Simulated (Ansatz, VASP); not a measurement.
**AlN: VASP beside Ansatz**

```
Al N
1.0
     3.12967    0.00000    0.00000
    -1.56483    2.71037    0.00000
     0.00000    0.00000    4.98100
Al N
2 2
Direct
  0.33333 0.66667 0.99965
  0.66667 0.33333 0.49965
  0.33333 0.66667 0.38235
  0.66667 0.33333 0.88235
```

Alike in both runs: task single point; functional r2SCAN; k mesh 8 × 8 × 5; occupations gaussian, width 0.03 eV; no spin polarisation.

|  | VASP | Ansatz |
| --- | --- | --- |
| version | VASP 6.6.1 | Ansatz 0.2.0 |
| potentials or method | VASP PAW PBE potentials, release 64 (Al, N) | scalar-relativistic, plane waves, PAW |
| plane-wave cutoff (eV) | 520 | 500 |
| valence electrons in the cell | 16 | 16 |

```csv
,VASP,Ansatz,Ansatz less VASP
gap on the k mesh at the Fermi level (eV),4.74,4.71,-0.039
least direct gap on the mesh (eV),4.74,4.71,-0.039
```

VASP's potentials were made for PBE, not for r2SCAN.
